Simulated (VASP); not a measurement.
Wanted: the native input for a VASP 6.6.1 run.

| Quantity | Value |
| --- | --- |
| Task | single point |
| Functional | LDA |
| Potentials or basis | VASP PAW LDA potentials, release 64 (Mn_pv, F) |
| Cutoff | 520 eV |
| k mesh | 4 × 4 × 6 |
| Occupations | gaussian, width 0.05 eV |
| Spin | collinear spin, ferromagnetic start |
| Starting moments | [5.0, 5.0, 0.0, 0.0, 0.0, 0.0] μB |
| Hubbard terms | Mn d U = 2.0 eV, J = 0.5 eV |
| Dipole correction | no |
| LDAUTYPE | 1 |
| Hund's J | 0.5 |
| Further INCAR settings | ALGO = Normal; EDIFF = 1e-06; NBANDS = 40 |

The structure of MnF2 lies in POSCAR:

```
MnF2
1.0
    4.8733996600      0.0000000000      0.0000000000
    0.0000000000      4.8733996600      0.0000000000
    0.0000000000      0.0000000000      3.3098997700
Mn F
2 4
Direct
    0.0000000000      0.0000000000      0.0000000000
    0.5000000000      0.5000000000      0.5000000000
    0.3050000000      0.3050000000      0.0000000000
    0.1950000000      0.8050000000      0.5000000000
    0.6950000000      0.6950000000      0.0000000000
    0.8050000000      0.1950000000      0.5000000000
```

One way to write it, as run:

INCAR

```
PREC = Accurate ; ENCUT = 520
EDIFF = 1E-6 ; ISMEAR = 0
SIGMA = 0.05 ; LREAL = False
LASPH = True ; NELM = 150
ALGO = Normal ; ISIF = 2
LWAVE = False ; LCHARG = False
ISPIN = 2 ; MAGMOM = 5 5 0 0 0 0
LORBIT = 11 ; LMAXMIX = 4
LDAU = True ; LDAUTYPE = 1
LDAUL = 2 -1 ; LDAUU = 2 0
LDAUJ = 0.5 0 ; LDAUPRINT = 1
NBANDS = 40
```

KPOINTS

```
Automatic mesh
0
Gamma
  4 4 6
```

Potentials or basis: VASP PAW LDA potentials, release 64 (Mn_pv, F).

Command:

```console
$ cat potpaw_LDA.64/Mn_pv/POTCAR potpaw_LDA.64/F/POTCAR > POTCAR
$ mpirun -np 1 vasp_std > vasp.out
```

It gave:

```yaml
Pressure: -5.1 GPa
Largest_force: 0.051 eV/Å
Band_gap_on_the_k_mesh: 1.29 eV, direct
Net_moment: 10.00 μB per cell
Site_moments: Mn +4.59; F +0.08 μB
Valence_electrons_inside_the_program's_atomic_spheres: Mn 11.28; F 6.07
```

Caveat: only a ferromagnetic start was run, and an antiferromagnetic order may lie lower in energy.

Run time: 2.9 min on 1 thread of Oxide Virtual Turin-like Processor, on a shared host, peak memory 0.2 GiB.
